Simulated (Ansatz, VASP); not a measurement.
**GaSb3 in VASP and in Ansatz**

INCAR

```
PREC = Accurate
ENCUT = 500
EDIFF = 1E-6
ISMEAR = 0
SIGMA = 0.1
LREAL = F
LASPH = T
NELM = 120
ALGO = Normal
ISIF = 2
LWAVE = F
LCHARG = F
GGA = PE
NBANDS = 38
GGA_COMPAT = F
```

KPOINTS

```
regular mesh
0
Gamma
  4 4 4
```

POSCAR

```
GaSb3
1.0
    5.9593270087      0.0000000000      0.0000000000
    0.0000000000      5.9593270087      0.0000000000
    0.0000000000      0.0000000000      5.9593270087
Ga Sb
2 6
Direct
    0.0000000000      0.0000000000      0.0000000000
    0.5000000000      0.5000000000      0.5000000000
    0.0000000000      0.5000000000      0.2500000000
    0.0000000000      0.5000000000      0.7500000000
    0.2500000000      0.0000000000      0.5000000000
    0.7500000000      0.0000000000      0.5000000000
    0.5000000000      0.7500000000      0.0000000000
    0.5000000000      0.2500000000      0.0000000000
```

Input for Ansatz:

```yaml
crystal:
  lattice:
    - [5.9593270087, 0.0, 0.0]
    - [0.0, 5.9593270087, 0.0]
    - [0.0, 0.0, 5.9593270087]
  atoms:
    - { symbol: Ga, position: [0.0, 0.0, 0.0] }
    - { symbol: Ga, position: [0.5, 0.5, 0.5] }
    - { symbol: Sb, position: [0.0, 0.5, 0.25] }
    - { symbol: Sb, position: [0.0, 0.5, 0.75] }
    - { symbol: Sb, position: [0.25, 0.0, 0.5] }
    - { symbol: Sb, position: [0.75, 0.0, 0.5] }
    - { symbol: Sb, position: [0.5, 0.75, 0.0] }
    - { symbol: Sb, position: [0.5, 0.25, 0.0] }
basis:
  ecutwfc: 420
kpoints:
  mp_grid: { grid: [4, 4, 4] }
hamiltonian:
  xc: pbe
scf:
  occupations: { method: gaussian, width: 0.1 }
  lower_state_search: "off"
output:
  forces: true
  stress: true
  eigenvalues: true
```

Alike in both runs: task single point; functional PBE; k mesh 4 × 4 × 4; occupations gaussian, width 0.1 eV; no spin polarisation.

|  | VASP | Ansatz |
| --- | --- | --- |
| version | VASP 6.6.1 | Ansatz 0.2.0 |
| potentials or method | VASP PAW PBE potentials, release 64 (Ga_d, Sb), cutoff 500 eV | scalar-relativistic, plane waves, PAW |
| valence electrons in the cell | 56 | 116 |

|  | VASP | Ansatz | Ansatz less VASP |
| --- | --- | --- | --- |
| gap on the k mesh at the Fermi level (eV) | none | none | - |
| pressure (GPa) | 0.0 | 0.1 | +0.07 |

A gap of «none» marks a metal or a gap that the smearing closes. The functional is the same, so the differences come from potentials, cutoffs and numerics. VASP's potentials hold 56 valence electrons a cell and Ansatz's 116, so a difference there can come from the potentials and not from the codes.

Spin-orbit coupling is off throughout.
